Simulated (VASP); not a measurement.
# S (Pm-3m) in VASP: notebook, part 2 of 2

VASP 6.6.1. Earlier steps stand in the parts before.

### Step 3. Single point, PBE

This run uses another cell than the first one, of 17.10 Å³/atom.

INCAR

```
ALGO = Normal ; EDIFF = 1E-6
ENCUT = 500 ; GGA = PE
GGA_COMPAT = False ; ISIF = 2
ISMEAR = 0 ; LASPH = True
LCHARG = False ; LREAL = False
LWAVE = False ; NBANDS = 9
NELM = 120 ; PREC = Accurate
SIGMA = 0.05
```

KPOINTS

```
k-points
0
Gamma
  9 9 9
```

POSCAR

```
S
1.0
    2.5763747793      0.0000000000      0.0000000000
    0.0000000000      2.5763747793      0.0000000000
    0.0000000000      0.0000000000      2.5763747793
S
1
Direct
    0.0000000000      0.0000000000      0.0000000000
```

Potentials or basis: VASP PAW PBE potentials, release 64 (S).

Run with:

```console
$ cat potpaw_PBE.64/S/POTCAR > POTCAR
$ mpirun -np 1 vasp_std > vasp.out
```

It took 7.2 s on 1 thread of AMD EPYC 7R43 (Zen 3), shared host; peak memory 0.08 GiB.

It converged, with:

```
Free energy            : -3.5026 eV
Pressure               : 1.1 GPa
Band gap on the k mesh : zero (bands 3 and 4 overlap by 6.52 eV)
```

Levels at points of the mesh, in eV from the Fermi level:
| k point | band 1 | band 2 | band 3 | band 4 | band 5 | band 6 |
| --- | --- | --- | --- | --- | --- | --- |
| (0.00, 0.00, 0.00) | -17.02 | 1.48 | 1.48 | 1.48 | 7.36 | 7.36 |

### Step 4. Single point, PBE

INCAR

```
SYSTEM = S
PREC = Accurate
ENCUT = 500
EDIFF = 1E-6
ISMEAR = 0
SIGMA = 0.05
LREAL = .FALSE.
LASPH = .TRUE.
NELM = 120
ALGO = Normal
ISIF = 2
LWAVE = .FALSE.
LCHARG = .TRUE.
GGA = PE
LELF = .TRUE.
LVHAR = .TRUE.
NBANDS = 9
GGA_COMPAT = .FALSE.
```

KPOINTS

```
regular mesh
0
G
  9 9 9
  0 0 0
```

POSCAR

```
S
1.0
    2.5937832451      0.0000000000      0.0000000000
    0.0000000000      2.5937832451      0.0000000000
    0.0000000000      0.0000000000      2.5937832451
S
1
Direct
    0.0000000000      0.0000000000      0.0000000000
```

Potentials or basis: VASP PAW PBE potentials, release 64 (S).

Run with:

```console
$ cat potpaw_PBE.64/S/POTCAR > POTCAR
$ mpirun -np 1 vasp_std > vasp.out
```

OUTCAR:

```text
SYSTEM = S
   PREC = Accurate
   ENCUT = 500
   EDIFF = 1E-6
   ISMEAR = 0
   LREAL = .FALSE.
   LASPH = .TRUE.
   NELM = 120
   ISIF = 2
   GGA = PE

 ion  position               nearest neighbor table
   1  0.000  0.000  0.000-

  LATTYP: Found a simple cubic cell.
 ALAT       =     2.5937832451

  Lattice vectors:

 A1 = (   2.5937832451,   0.0000000000,   0.0000000000)
 A2 = (   0.0000000000,   2.5937832451,   0.0000000000)
 A3 = (   0.0000000000,   0.0000000000,   2.5937832451)

Analysis of symmetry for initial positions (statically):
=====================================================================
 Subroutine PRICEL returns:
 Original cell was already a primitive cell.

 Routine SETGRP: Setting up the symmetry group for a
 simple cubic supercell.

 Subroutine GETGRP returns: Found 48 space group operations
 (whereof 48 operations were pure point group operations)
 out of a pool of 48 trial point group operations.

The static configuration has the point symmetry O_h .

Analysis of symmetry for dynamics (positions and initial velocities):
=====================================================================
 Subroutine PRICEL returns:
 Original cell was already a primitive cell.

 Routine SETGRP: Setting up the symmetry group for a
 simple cubic supercell.

 Subroutine GETGRP returns: Found 48 space group operations
 (whereof 48 operations were pure point group operations)
 out of a pool of 48 trial point group operations.

The dynamic configuration has the point symmetry O_h .

 Subroutine INISYM returns: Found 48 space group operations
 (whereof 48 operations are pure point group operations),
 and found     1 'primitive' translations

----------------------------------------------------------------------------------------

                                     Primitive cell

  volume of cell :      17.4502

[... 102 lines left out ...]
   EFERMI_NEDOS =   21; number of points for ismear=-14 and -15
   IALGO  =     38    algorithm
   IMIX   =      4    mixing-type and parameters
     AMIX     =   0.40;   BMIX     =  1.00
     AMIX_MAG =   1.60;   BMIX_MAG =  1.00
  volume/ion in A,a.u.               =      17.45       117.76
  Fermi-wavevector in a.u.,A,eV,Ry     =   1.146898  2.167323 17.896772  1.315376
  Thomas-Fermi vector in A             =   2.283581
   LORBIT       =      0    0 simple, 1 ext, 2 COOP (PROOUT), +10 PAW based schemes
   GGA     = PE    functional components
   LHFCALC =     F    Hartree Fock is set to
   AEXX    =    0.0000 exact exchange contribution
   IVDW    =     0    specifies the selected vdW correction
   LEPSILON=     F    determine dielectric tensor
   LRPA    =     F    only Hartree local field effects (RPA)
 non-spin polarized calculation
 Gauss-broadening in eV      SIGMA  =   0.05
  energy-cutoff  :      500.00
  volume of cell :       17.45
 maximum number of plane-waves:       461
 NGX is ok and might be reduce to    20
   NGX =  9   NGY =  9   NGZ =  9

 number of electron       6.0000000 magnetization

 Free energy of the ion-electron system (eV)
  ---------------------------------------------------
  ext. energy  EPLUGINS =         0.00000000
  ---------------------------------------------------
  free energy    TOTEN  =        -3.50321288 eV

  energy without entropy =       -3.50103471  energy(sigma->0) =       -3.50212380

 E-fermi :   6.7379     XC(G=0): -10.4886

 val. band max:        6.7277146887   @ k =   0.4444   0.3333   0.2222
 cond. band min:       7.0207587887   @ k =   0.2222   0.1111   0.1111
 fundamental gap:      0.2930441000
 Fermi energy:         6.7378872057

 k-point     1 :       0.0000    0.0000    0.0000
  band No.  band energies     occupation
      1     -10.0526      2.00000
      2       8.2010      0.00000
      3       8.2010      0.00000
      4       8.2010      0.00000
      5      14.1966      0.00000
      6      14.1966      0.00000
      7      16.9684      0.00000
      8      28.2701      0.00000
      9      28.2701      0.00000
[... 265 lines left out ...]
 k-point    24 :       0.4444    0.3333    0.1111
  band No.  band energies     occupation
      1      -5.5940      2.00000
      2       0.8016      2.00000
      3       3.0944      2.00000
      4       9.2327      0.00000
      5      11.8245      0.00000
      6      19.4379      0.00000
      7      20.8569      0.00000
      8      21.8494      0.00000
      9      28.1945      0.00000

 [... further k-points ...]
[... 5 lines left out ...]
  --------------------------------------------------------------------------------------
  -------------------------------------------------------------------------------------
  Total       -0.0671710     -0.0671710     -0.0671710     -0.0000000     -0.0000000      0.0000000
  in kB       -6.1672513     -6.1672513     -6.1672513     -0.0000000     -0.0000000      0.0000000
  external PRESSURE =      -6.1672513 kB  Pullay stress =       0.0000000 kB

 VOLUME and BASIS-vectors are now :
 -----------------------------------------------------------------------------
  energy-cutoff  :      500.00
  volume of cell :       17.45
      direct lattice vectors                 reciprocal lattice vectors
     2.593783245  0.000000000  0.000000000     0.385537227  0.000000000  0.000000000
     0.000000000  2.593783245  0.000000000     0.000000000  0.385537227  0.000000000
     0.000000000  0.000000000  2.593783245     0.000000000  0.000000000  0.385537227

 POSITION                                       TOTAL-FORCE (eV/Angst)
 -----------------------------------------------------------------------------------
      0.00000      0.00000      0.00000         0.000000      0.000000      0.000000
 -----------------------------------------------------------------------------------
    total drift:                               -0.000000      0.000000     -0.000000

  FREE ENERGIE OF THE ION-ELECTRON SYSTEM (eV)
  ---------------------------------------------------
  free  energy   TOTEN  =        -3.5032128839 eV

  energy  without entropy=       -3.5010347092  energy(sigma->0) =       -3.50212380
```

stdout:

```text
POSCAR found type information on POSCAR S
 POSCAR found :  1 types and       1 ions
 scaLAPACK will be used
 LDA part: xc-table for (Slater+PW92), standard interpolation
 POSCAR, INCAR and KPOINTS ok, starting setup
 FFT: planning ... GRIDC
 FFT: planning ... GRID_SOFT
 FFT: planning ... GRID
 WAVECAR not read
 entering main loop
```

Wall time 6.1 s (1 thread of AMD EPYC 7R43 (Zen 3), shared host); peak memory 0.08 GiB.

What came out:

```yaml
Free_energy: -3.5032 eV
Pressure: -0.6 GPa
Band_gap_on_the_k_mesh: zero (bands 3 and 4 overlap by 6.37 eV)
```

Levels at points of the mesh, in eV from the Fermi level:
```csv
k point,band 1,band 2,band 3,band 4,band 5,band 6,band 7,band 8
"(0.00, 0.00, 0.00)",-16.79,1.46,1.46,1.46,7.46,7.46,10.23,21.53
```

### Step 5. Single point, PBE

This run uses another cell than the first one, of 17.80 Å³/atom.

INCAR

```
SYSTEM = S
ALGO = Normal
EDIFF = 1E-6
ENCUT = 500
GGA = PE
GGA_COMPAT = .FALSE.
ISIF = 2
ISMEAR = 0
LASPH = .TRUE.
LCHARG = .TRUE.
LELF = .TRUE.
LREAL = .FALSE.
LVHAR = .TRUE.
LWAVE = .FALSE.
NBANDS = 9
NELM = 120
PREC = Accurate
SIGMA = 0.05
```

KPOINTS

```
k-points
0
G
  9 9 9
  0 0 0
```

POSCAR

```
S
1.0
    2.6109611181      0.0000000000      0.0000000000
    0.0000000000      2.6109611181      0.0000000000
    0.0000000000      0.0000000000      2.6109611181
S
1
Direct
    0.0000000000      0.0000000000      0.0000000000
```

Run with:

```console
$ cat potpaw_PBE.64/S/POTCAR > POTCAR
$ mpirun -np 1 vasp_std > vasp.out
```

Run time: 4.7 s. Hardware: 1 thread of AMD EPYC 7R43 (Zen 3), shared host; peak memory 0.08 GiB.

It converged, with:

```
Free energy            : -3.5003 eV
Pressure               : -2.2 GPa
Band gap on the k mesh : zero (bands 3 and 4 overlap by 6.22 eV)
```

Levels at points of the mesh, in eV from the Fermi level:
```
           k point  band 1  band 2  band 3  band 4  band 5  band 6
(0.00, 0.00, 0.00)  -16.57    1.44    1.44    1.44    7.55    7.55
```

### Step 6. The runs side by side

```csv
cell,k mesh,gap on the mesh (eV),pressure (GPa)
"a = 2.594 Å, 1 atom",8 × 8 × 8,none,-0.1
"a = 2.576 Å, 1 atom",9 × 9 × 9,none,1.1
"a = 2.594 Å, 1 atom",9 × 9 × 9,none,-0.6
"a = 2.611 Å, 1 atom",9 × 9 × 9,none,-2.2
```

Alike in all rows: task single point; level PBE; potentials or basis VASP PAW PBE potentials, release 64 (S); no spin polarisation; cutoff (eV) 500; smearing gaussian 0.05 eV.

Absolute energies hang on the potentials; compare differences alone.
